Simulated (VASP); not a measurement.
Write the native input for VASP 6.6.1 that does the following.

* Task: single point
* Functional: PBE
* Potentials or basis: VASP PAW PBE potentials, release 64 (Mg, S)
* Cutoff: 520 eV
* k mesh: 6 × 4 × 4
* Occupations: gaussian, width 0.1 eV
* Spin: no spin polarisation
* Dipole correction: no
* Further INCAR settings: ALGO = Normal; EDIFF = 1e-06; NBANDS = 16

The structure of MgS lies in POSCAR:

```
MgS
1.0
    3.8518321234      0.0000000000      0.0000000000
    0.0000000000      5.1544036286      0.0000000000
    0.0000000000      0.0000000000      4.0968186339
Mg S
2 2
Direct
    0.5000000000      0.5000000000      0.1622021510
    0.0000000000      0.0000000000      0.8377978490
    0.5000000000      0.0000000000      0.2963185513
    0.0000000000      0.5000000000      0.7036814487
```

This cell differs from its parent crystal: Cd replaced by Mg, lengths x 0.993, strained.

One way to write it, as run:

INCAR

```
SYSTEM = MgS
PREC = Accurate
ENCUT = 520
EDIFF = 1E-6
ISMEAR = 0
SIGMA = 0.1
LREAL = .FALSE.
LASPH = .TRUE.
NELM = 100
ALGO = Normal
ISIF = 2
LWAVE = .FALSE.
LCHARG = .FALSE.
GGA = PE
NBANDS = 16
```

KPOINTS

```
Automatic mesh
0
G
  6 4 4
  0 0 0
```

Potentials or basis: VASP PAW PBE potentials, release 64 (Mg, S).

Launch:

```sh
$ cat potpaw_PBE.64/Mg/POTCAR potpaw_PBE.64/S/POTCAR > POTCAR
$ mpirun -np 1 vasp_std > vasp.out
```

It gave:

```
Pressure               : -6.8 GPa
Largest force          : 0.705 eV/Å
Band gap on the k mesh : 2.14 eV, direct
```

Caveat: the cell differs from its parent crystal (Cd replaced by Mg, lengths x 0.993, strained).

Wall time 59 s on 1 thread of AMD EPYC 7R13 Processor (Zen 3), with other jobs on the host, peak memory 0.17 GiB.
